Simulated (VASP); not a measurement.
# Al30Cu (a cell with a defect) in VASP: a series of runs, part 2 of 2

VASP 6.6.1.

## Step 3: Single point, PBEsol

INCAR

```
SYSTEM = Al30Cu
ALGO     = Normal         ! electronic algorithm
EDIFF    = 1E-6           ! SCF threshold, eV
ENCUT    = 520            ! plane-wave cutoff, eV
GGA      = PS             ! functional
ISIF     = 2              ! what is computed and relaxed
ISMEAR   = 0              ! smearing method
LASPH    = .True.         ! aspherical terms in the spheres
LCHARG   = .True.         ! write CHGCAR
LELF     = .True.         ! ELF
LREAL    = Auto         
LVHAR    = .True.       
LWAVE    = .False.        ! write WAVECAR
NBANDS   = 72             ! bands
NELM     = 100            ! most SCF steps
PREC     = Accurate       ! precision mode
SIGMA    = 0.1            ! smearing width, eV
```

KPOINTS

```
k-points
0
Gamma
  3 3 3
  0 0 0
```

POSCAR

```
Al30Cu
1.0
    8.1000000000      0.0000000000      0.0000000000
    0.0000000000      8.1000000000      0.0000000000
    0.0000000000      0.0000000000      8.1000000000
Al Cu
30 1
Direct
    0.4987491358     -0.0008309877      0.0007582716
    0.7500000000      0.2543179012      0.0036534568
    0.7500000000      0.0015030864      0.2526950617
    0.0012508642     -0.0008309877      0.0007582716
    0.2500000000      0.2506518519      0.0021579012
    0.5010396296      0.5015772840      0.0038127160
    0.7500000000      0.7491045679      0.0008954321
    0.2500000000     -0.0007746914      0.2489212346
    0.5121809877      0.2547320988      0.2550160494
    0.5023877778      0.0019723457      0.5002367901
    0.7500000000      0.0021611111      0.7478388889
   -0.0010396296      0.5015772840      0.0038127160
    0.2500000000      0.7494218519      0.0005781481
   -0.0121809877      0.2547320988      0.2550160494
    0.2500000000      0.5004541975      0.2495458025
    0.5010396296      0.7461872840      0.2484227160
   -0.0023877778      0.0019723457      0.5002367901
    0.2500000000      0.2503883951      0.4996116049
    0.5121809877      0.4949839506      0.4952679012
    0.7500000000      0.7463465432      0.4956820988
    0.2500000000     -0.0012129630      0.7512129630
    0.5023877778      0.2497632099      0.7480276543
    0.7500000000      0.4973049383      0.7484969136
   -0.0010396296      0.7461872840      0.2484227160
   -0.0121809877      0.4949839506      0.4952679012
    0.2500000000      0.7478420988      0.4993481481
   -0.0023877778      0.2497632099      0.7480276543
    0.2500000000      0.5010787654      0.7507746914
    0.4987491358      0.7492417284      0.7508309877
    0.0012508642      0.7492417284      0.7508309877
    0.7500000000      0.5061591358      0.2438408642
```

Potentials or basis: VASP PAW PBE potentials, release 64 (Al, Cu).

The run is started by

```console
$ cat potpaw_PBE.64/Al/POTCAR potpaw_PBE.64/Cu/POTCAR > POTCAR
$ mpirun -np 1 vasp_std > vasp.out
```

OUTCAR:

```text
SYSTEM = Al30Cu
   EDIFF = 1E-6
   ENCUT = 520
   GGA = PS
   ISIF = 2
   ISMEAR = 0
   LASPH = .True.
   LREAL = Auto
   NELM = 100
   PREC = Accurate

 ion  position               nearest neighbor table
   1  0.499  0.999  0.001-   8 2.85  21 2.85  13 2.86  29 2.86   5 2.87  16 2.87   7 2.87   3 2.88
                            22 2.88  11 2.89   2 2.90   9 2.92
   2  0.750  0.254  0.004-   9 2.80  14 2.80  31 2.82   6 2.84  12 2.84  23 2.85   3 2.87  27 2.88
                            22 2.88   1 2.90   4 2.90  11 2.91
   3  0.750  0.002  0.253-   9 2.81  14 2.81  10 2.84  17 2.84  20 2.85   2 2.87   4 2.88   1 2.88
                             7 2.89  16 2.89  24 2.89
[... 818 lines left out ...]
  in kB      -36.4908742    -36.4544900    -36.4544900     -0.0000000      0.7314925      0.0000000
  external PRESSURE =     -36.4666180 kB  Pullay stress =       0.0000000 kB

 VOLUME and BASIS-vectors are now :
 -----------------------------------------------------------------------------
  energy-cutoff  :      520.00
  volume of cell :      531.44
      direct lattice vectors                 reciprocal lattice vectors
     8.100000000  0.000000000  0.000000000     0.123456790  0.000000000  0.000000000
     0.000000000  8.100000000  0.000000000     0.000000000  0.123456790  0.000000000
     0.000000000  0.000000000  8.100000000     0.000000000  0.000000000  0.123456790

 POSITION                                       TOTAL-FORCE (eV/Angst)
 -----------------------------------------------------------------------------------
      4.03987      8.09327      0.00614        -0.003729     -0.003997      0.002420
      6.07500      2.05997      0.02959        -0.000000     -0.007079     -0.019216
      6.07500      0.01217      2.04683        -0.000000     -0.001713     -0.001210
      0.01013      8.09327      0.00614         0.003729     -0.003997      0.002420
      2.02500      2.03028      0.01748        -0.000000      0.001087      0.010649
      4.05842      4.06278      0.03088        -0.006033     -0.002567     -0.003876
[... 23 lines left out ...]
      0.01013      6.06886      6.08173         0.003729     -0.002420      0.003997
      6.07500      4.09989      1.97511        -0.000000      0.016569     -0.016569
 -----------------------------------------------------------------------------------
    total drift:                                0.000000     -0.009800      0.009794

  FREE ENERGIE OF THE ION-ELECTRON SYSTEM (eV)
  ---------------------------------------------------
  free  energy   TOTEN  =      -126.4372262667 eV

  energy  without entropy=     -126.3871925439  energy(sigma->0) =     -126.41220941
```

stdout:

```text
POSCAR found type information on POSCAR AlCu
 POSCAR found :  2 types and      31 ions
 scaLAPACK will be used
 -----------------------------------------------------------------------------
|                                                                             |
|                                                                             |
|     You enforced a specific xc type in the INCAR file but a different       |
|     I HOPE YOU KNOW WHAT YOU ARE DOING!                                     |
|                                                                             |
 -----------------------------------------------------------------------------

 LDA part: xc-table for (Slater+PW92), standard interpolation
 POSCAR, INCAR and KPOINTS ok, starting setup
 FFT: planning ... GRIDC
 FFT: planning ... GRID_SOFT
 FFT: planning ... GRID
 WAVECAR not read
 entering main loop
```

It took 12 min on 1 thread of Intel Xeon Platinum 8259CL at 2.50GHz (Skylake/Cascade Lake), shared host; peak memory 0.57 GiB.

Results:

- Free energy: -126.4372 eV
- Pressure: -3.6 GPa
- Largest force: 0.023 eV/Å
- Band gap on the k mesh: zero (an odd number of electrons rules out a gap without spin polarisation)

Forces in eV/Å, atoms in the order of the input:
```
Al  -0.004 -0.004  0.002
Al   0.000 -0.007 -0.019
Al   0.000 -0.002 -0.001
Al   0.004 -0.004  0.002
Al   0.000  0.001  0.011
Al  -0.006 -0.003 -0.004
Al   0.000 -0.005  0.005
Al   0.000 -0.002 -0.008
Al   0.003 -0.007  0.000
Al   0.000  0.005  0.002
Al   0.000  0.004 -0.004
Al   0.006 -0.003 -0.004
Al   0.000 -0.005  0.005
Al  -0.003 -0.007  0.000
Al   0.000  0.002 -0.002
Al  -0.006  0.004  0.003
Al   0.000  0.005  0.002
Al   0.000  0.003 -0.003
Al   0.003  0.000  0.007
Al   0.000  0.019  0.007
Al   0.000 -0.006  0.006
Al   0.000 -0.002 -0.005
Al   0.000  0.001  0.002
Al   0.006  0.004  0.003
Al  -0.003  0.000  0.007
Al   0.000 -0.011 -0.001
Al   0.000 -0.002 -0.005
Al   0.000  0.008  0.002
Al  -0.004 -0.002  0.004
Al   0.004 -0.002  0.004
Cu   0.000  0.017 -0.017
```

Stress tensor (GPa, compression positive):
```
-3.65  0.00  0.00
 0.00 -3.65  0.07
 0.00  0.07 -3.65
```

Caveat: the PAW data sets were made with another functional, which shifts forces and pressure a little.
